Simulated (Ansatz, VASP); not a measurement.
NaSrHfNbO6: VASP beside Ansatz

```xyz
10
Lattice="0.0000 4.0809 4.0809 4.0809 0.0000 4.0809 4.0809 4.0809 0.0000" Properties=species:S:1:pos:R:3 pbc="T T T"
Na    6.1213    6.1213    6.1213
Sr    2.0404    2.0404    2.0404
Hf    0.0000    0.0000    0.0000
Nb    4.0809    4.0809    4.0809
O     2.0707    4.0809    4.0809
O     6.0911    4.0809    4.0809
O     4.0809    4.0809    6.0911
O     4.0809    4.0809    2.0707
O     4.0809    2.0707    4.0809
O     4.0809    6.0911    4.0809
```

Alike in both runs: task relaxation of cell and atoms; functional PBE; dispersion D3(BJ); k mesh 6 × 6 × 6; occupations gaussian, width 0.02 eV; no spin polarisation.

|  | VASP | Ansatz |
| --- | --- | --- |
| version | VASP 6.6.1 | Ansatz 0.2.0 |
| potentials or method | VASP PAW PBE potentials, release 64 (Na_pv, Sr_sv, Hf_pv, Nb_sv, O), cutoff 600 eV | scalar-relativistic, plane waves, PAW |
| valence electrons in the cell | 76 | 94 |

|  | VASP | Ansatz | Ansatz less VASP |
| --- | --- | --- | --- |
| gap on the k mesh at the Fermi level, each at its own relaxed structure (eV) | 2.54 | 2.57 | +0.028 |
| relaxed volume (Å³/atom) | 13.17 | 13.26 | +0.090 |
| relaxed length of the cell vector where the two differ most in proportion (Å) | 5.710 | 5.723 | +0.0130 |

VASP's potentials hold 76 valence electrons a cell and Ansatz's 94, so a difference there can come from the potentials and not from the codes.

Neither program's run includes spin-orbit coupling.
